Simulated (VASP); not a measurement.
CoO:

```
CELL_PARAMETERS angstrom
1.50547 0.86918 2.43993
-1.50547 0.86918 2.43993
0.00000 -1.73837 2.43993
ATOMIC_POSITIONS crystal
Co 0.00000 0.00000 0.00000
O 0.50000 0.50000 0.50000
```

Base run:

* Program: VASP 6.6.1
* Functional: PBE
* Potentials or basis: VASP PAW PBE potentials, release 64 (Co_sv, O)
* Cutoff: 600 eV
* k mesh: 9 × 9 × 9
* Occupations: fermi-dirac, width 0.05 eV
* Spin: collinear spin, ferromagnetic start
* Starting moments: [3.0, 0.0] μB
* Fixed moment: 3 μB

Its results: pressure -1.8 GPa; site moments Co +2.57; O +0.32 μB.

**Question.** The run is repeated on the same cell with these changes: fixed moment from 3 μB to 4 μB; moments at the start from [3.0, 0.0] to [4.0, 0.0]. What comes out?

**Answer.** Pressure 22.6 GPa; site moments Co +2.96; O +0.64 μB.

Caveats: the total moment is fixed, so each spin has its own Fermi level; a cell with one magnetic atom can't hold antiferromagnetic order, which such compounds often take.
